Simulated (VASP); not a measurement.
# Al (Fm-3m) in VASP: single point with LDA

Aim: the single point of Al with LDA.

Program: VASP 6.6.1. These are calculated values, not measurements. Logs are shortened: lines on timing, memory, paths and dates and some standing lists are left out, and cuts for length are marked.

**1. The cell of the first run**

It takes space group Fm-3m (No. 225, cubic). The conventional cell has a = 3.984 Å, b = 3.984 Å, c = 3.984 Å, α = 90.00°, β = 90.00°, γ = 90.00°. Al (site symmetry m-3m) has 12 Al at 2.82 Å within 3.7 Å.

**2. Single point, LDA**

File INCAR:

```
SYSTEM = Al
PREC = Accurate
ENCUT = 500
EDIFF = 1E-6
ISMEAR = 0
SIGMA = 0.1
LREAL = .FALSE.
LASPH = .TRUE.
NELM = 120
ALGO = Normal
ISIF = 2
LWAVE = .FALSE.
LCHARG = .FALSE.
GGA = CA
NBANDS = 8
GGA_COMPAT = .FALSE.
```

File KPOINTS:

```
Automatic mesh
0
G
  18 18 18
  0 0 0
```

File POSCAR:

```
Al
1.0
    0.0000000000      1.9917798379      1.9917798379
    1.9917798379      0.0000000000      1.9917798379
    1.9917798379      1.9917798379      0.0000000000
Al
1
Direct
    0.0000000000      0.0000000000      0.0000000000
```

Potentials or basis: VASP PAW LDA potentials, release 64 (Al).

Command:

```bash
$ cat potpaw_LDA.64/Al/POTCAR > POTCAR
$ mpirun -np 1 vasp_std > vasp.out
```

OUTCAR:

```text
SYSTEM = Al
   PREC = Accurate
   ENCUT = 500
   EDIFF = 1E-6
   ISMEAR = 0
   LREAL = .FALSE.
   LASPH = .TRUE.
   NELM = 120
   ISIF = 2
   GGA = CA

 ion  position               nearest neighbor table
   1  0.000  0.000  0.000-

  LATTYP: Found a face centered cubic cell.
 ALAT       =     3.9835596758

  Lattice vectors:

 A1 = (   0.0000000000,   1.9917798379,   1.9917798379)
 A2 = (   1.9917798379,   0.0000000000,   1.9917798379)
 A3 = (   1.9917798379,   1.9917798379,   0.0000000000)

Analysis of symmetry for initial positions (statically):
=====================================================================
 Subroutine PRICEL returns:
 Original cell was already a primitive cell.

 Routine SETGRP: Setting up the symmetry group for a
 face centered cubic supercell.

 Subroutine GETGRP returns: Found 48 space group operations
 (whereof 48 operations were pure point group operations)
 out of a pool of 48 trial point group operations.

The static configuration has the point symmetry O_h .

Analysis of symmetry for dynamics (positions and initial velocities):
=====================================================================
 Subroutine PRICEL returns:
 Original cell was already a primitive cell.

 Routine SETGRP: Setting up the symmetry group for a
 face centered cubic supercell.

 Subroutine GETGRP returns: Found 48 space group operations
 (whereof 48 operations were pure point group operations)
 out of a pool of 48 trial point group operations.

The dynamic configuration has the point symmetry O_h .

 Subroutine INISYM returns: Found 48 space group operations
 (whereof 48 operations are pure point group operations),
 and found     1 'primitive' translations

----------------------------------------------------------------------------------------

                                     Primitive cell

  volume of cell :      15.8035

  direct lattice vectors                    reciprocal lattice vectors
     0.000000000  1.991779838  1.991779838    -0.251031761  0.251031761  0.251031761
     1.991779838  0.000000000  1.991779838     0.251031761 -0.251031761  0.251031761
     1.991779838  1.991779838  0.000000000     0.251031761  0.251031761 -0.251031761

  length of vectors
     2.816802060  2.816802060  2.816802060     0.434799764  0.434799764  0.434799764

  position of ions in fractional coordinates (direct lattice)
     0.000000000  0.000000000  0.000000000

  ion indices of the primitive-cell ions
   primitive index   ion index
                 1           1

----------------------------------------------------------------------------------------

 KPOINTS: Automatic mesh

Automatic generation of k-mesh.
 Grid dimensions read from file:
 generate k-points for:   18   18   18

 Generating k-lattice:

  Cartesian coordinates                     Fractional coordinates (reciprocal lattice)
    -0.013946209  0.013946209  0.013946209     0.055555556  0.000000000  0.000000000
     0.013946209 -0.013946209  0.013946209     0.000000000  0.055555556  0.000000000
     0.013946209  0.013946209 -0.013946209     0.000000000  0.000000000  0.055555556

  Length of vectors
     0.024155542  0.024155542  0.024155542

  Shift w.r.t. Gamma in fractional coordinates (k-lattice)
     0.000000000  0.000000000  0.000000000

 Subroutine IBZKPT returns following result:
 ===========================================

 Found    195 irreducible k-points:

 Following reciprocal coordinates:
            Coordinates               Weight
  0.000000  0.000000  0.000000      1.000000
  0.055556  0.000000  0.000000      8.000000
  0.111111  0.000000  0.000000      8.000000
  0.166667  0.000000  0.000000      8.000000
  0.222222  0.000000  0.000000      8.000000
  0.277778  0.000000  0.000000      8.000000
[... 16 lines left out ...]
 -0.277778  0.055556  0.000000     24.000000
 -0.222222  0.055556  0.000000     24.000000
 [... further k-points ...]
   k-points           NKPTS =    195   k-points in BZ     NKDIM =    195   number of bands    NBANDS=      8
   number of dos      NEDOS =    301   number of ions     NIONS =      1
   total plane-waves  NPLWV =  13824
   dimension x,y,z NGX =    24 NGY =   24 NGZ =   24
   dimension x,y,z NGXF=    48 NGYF=   48 NGZF=   48
   ions per type =               1
   NGX,Y,Z   is equivalent  to a cutoff of  14.16, 14.16, 14.16 a.u.
   NGXF,Y,Z  is equivalent  to a cutoff of  28.33, 28.33, 28.33 a.u.
 SYSTEM =  Al
   PREC   = accura    normal or accurate (medium, high low for compatibility)
   ISTART =      0    job   : 0-new  1-cont  2-samecut
   ICHARG =      2    charge: 1-file 2-atom 10-const
   ISPIN  =      1    spin polarized calculation?
   LNONCOLLINEAR =      F non collinear calculations
   LSORBIT =      F    spin-orbit coupling
   LASPH  =      T    aspherical Exc in radial PAW
   ENCUT  =  500.0 eV  36.75 Ry    6.06 a.u.   5.14  5.14  5.14*2*pi/ulx,y,z
   NELM   =    120;   NELMIN=  2; NELMDL= -5     # of ELM steps
   EDIFF  = 0.1E-05   stopping-criterion for ELM
   LREAL  =      F    real-space projection
[... 7 lines left out ...]
   TEBEG  =    0.0;   TEEND  =   0.0 temperature during run
   PSTRESS=    0.0 pullay stress
   NELECT =       3.0000    total number of electrons
   NUPDOWN=      -1.0000    fix difference up-down
   EMIN   =  10.00;   EMAX   =-10.00  energy-range for DOS
   EFERMI =   0.00;   METHOD = LEGACY
   ISMEAR =     0;   SIGMA  =   0.10  broadening in eV -4-tet -1-fermi 0-gaus
   EFERMI_NEDOS =   21; number of points for ismear=-14 and -15
   IALGO  =     38    algorithm
   IMIX   =      4    mixing-type and parameters
     AMIX     =   0.40;   BMIX     =  1.00
     AMIX_MAG =   1.60;   BMIX_MAG =  1.00
  volume/ion in A,a.u.               =      15.80       106.65
  Fermi-wavevector in a.u.,A,eV,Ry     =   0.940872  1.777990 12.044425  0.885240
  Thomas-Fermi vector in A             =   2.068327
   LORBIT       =      0    0 simple, 1 ext, 2 COOP (PROOUT), +10 PAW based schemes
   GGA     = CA    functional components
   LHFCALC =     F    Hartree Fock is set to
   AEXX    =    0.0000 exact exchange contribution
   IVDW    =     0    specifies the selected vdW correction
   LEPSILON=     F    determine dielectric tensor
   LRPA    =     F    only Hartree local field effects (RPA)
 non-spin polarized calculation
 Gauss-broadening in eV      SIGMA  =   0.10
  energy-cutoff  :      500.00
  volume of cell :       15.80
 maximum number of plane-waves:       412
 NGX is ok and might be reduce to    24
   NGX = 11   NGY = 11   NGZ = 11

 number of electron       3.0000000 magnetization

 Free energy of the ion-electron system (eV)
  ---------------------------------------------------
  ext. energy  EPLUGINS =         0.00000000
  ---------------------------------------------------
  free energy    TOTEN  =        -4.19015828 eV

  energy without entropy =       -4.18717028  energy(sigma->0) =       -4.18866428

 E-fermi :   8.2376     XC(G=0): -10.5042

 val. band max:        8.2194554195   @ k =  -0.2778   0.2778   0.0556
 cond. band min:       8.2445440760   @ k =  -0.4444   0.3333   0.1111
 fundamental gap:      0.0250886565
 Fermi energy:         8.2375984348

 k-point     1 :       0.0000    0.0000    0.0000
  band No.  band energies     occupation
      1      -3.1542      2.00000
      2      21.0527      0.00000
      3      21.0527      0.00000
      4      21.0527      0.00000
      5      22.7083      0.00000
      6      22.7083      0.00000
      7      22.7083      0.00000
      8      25.1751      0.00000

 k-point     2 :       0.0556    0.0000    0.0000
  band No.  band energies     occupation
      1      -3.0681      2.00000
      2      19.5498      0.00000
      3      20.7588      0.00000
      4      20.7588      0.00000
      5      23.1353      0.00000
      6      23.1353      0.00000
      7      23.2800      0.00000
      8      26.0522      0.00000

 k-point     3 :       0.1111    0.0000    0.0000
  band No.  band energies     occupation
      1      -2.8100      2.00000
      2      17.2979      0.00000
      3      20.2580      0.00000
      4      20.2580      0.00000
      5      23.3639      0.00000
      6      24.0043      0.00000
      7      24.0043      0.00000
      8      26.4605      0.00000

 k-point     4 :       0.1667    0.0000    0.0000
  band No.  band energies     occupation
      1      -2.3810      2.00000
      2      15.0213      0.00000
      3      19.8148      0.00000
      4      19.8148      0.00000
      5      23.2088      0.00000
      6      24.5956      0.00000
      7      24.5956      0.00000
      8      25.8307      0.00000

 k-point     5 :       0.2222    0.0000    0.0000
  band No.  band energies     occupation
      1      -1.7827      2.00000
      2      12.8185      0.00000
      3      19.4876      0.00000
      4      19.4876      0.00000
      5      23.0409      0.00000
      6      23.7930      0.00000
      7      23.7930      0.00000
      8      26.8010      0.00000
[... 177 lines left out ...]
 k-point    22 :      -0.3333    0.0556    0.0000
  band No.  band energies     occupation
      1       0.3326      2.00000
      2       8.1916      1.48436
      3      17.5461      0.00000
      4      20.4486      0.00000
      5      20.5253      0.00000
      6      21.9932      0.00000
      7      23.6281      0.00000
      8      26.5749      0.00000

 k-point    23 :      -0.2778    0.0556    0.0000
  band No.  band energies     occupation
      1      -0.6504      2.00000
      2      10.1160      0.00000
      3      17.5638      0.00000
      4      20.4853      0.00000
      5      21.3819      0.00000
      6      22.8735      0.00000
      7      23.5725      0.00000
      8      27.3797      0.00000

 k-point    24 :      -0.2222    0.0556    0.0000
  band No.  band energies     occupation
      1      -1.4704      2.00000
      2      12.1650      0.00000
      3      17.7278      0.00000
      4      20.6217      0.00000
      5      22.3911      0.00000
      6      23.5558      0.00000
      7      23.9371      0.00000
      8      26.1657      0.00000

 [... further k-points ...]
[... 5 lines left out ...]
  --------------------------------------------------------------------------------------
  -------------------------------------------------------------------------------------
  Total        0.0072404      0.0072404      0.0072404      0.0000000     -0.0000000     -0.0000000
  in kB        0.7340387      0.7340387      0.7340387      0.0000000     -0.0000000     -0.0000000
  external PRESSURE =       0.7340387 kB  Pullay stress =       0.0000000 kB

 VOLUME and BASIS-vectors are now :
 -----------------------------------------------------------------------------
  energy-cutoff  :      500.00
  volume of cell :       15.80
      direct lattice vectors                 reciprocal lattice vectors
     0.000000000  1.991779838  1.991779838    -0.251031761  0.251031761  0.251031761
     1.991779838  0.000000000  1.991779838     0.251031761 -0.251031761  0.251031761
     1.991779838  1.991779838  0.000000000     0.251031761  0.251031761 -0.251031761

 POSITION                                       TOTAL-FORCE (eV/Angst)
 -----------------------------------------------------------------------------------
      0.00000      0.00000      0.00000        -0.000000     -0.000000      0.000000
 -----------------------------------------------------------------------------------
    total drift:                               -0.000000     -0.000000     -0.000000

  FREE ENERGIE OF THE ION-ELECTRON SYSTEM (eV)
  ---------------------------------------------------
  free  energy   TOTEN  =        -4.1901582751 eV

  energy  without entropy=       -4.1871702808  energy(sigma->0) =       -4.18866428
```

It took 21 s on 1 thread of Intel Xeon 8259CL, shared host; peak memory 0.13 GiB.

Results:

```yaml
Free_energy: -4.1902 eV
Pressure: 0.1 GPa
Band_gap_on_the_k_mesh: zero (an odd number of electrons rules out a gap without spin polarisation)
```

The gap in the log of VASP goes by the Fermi energy; the results here count the filled bands.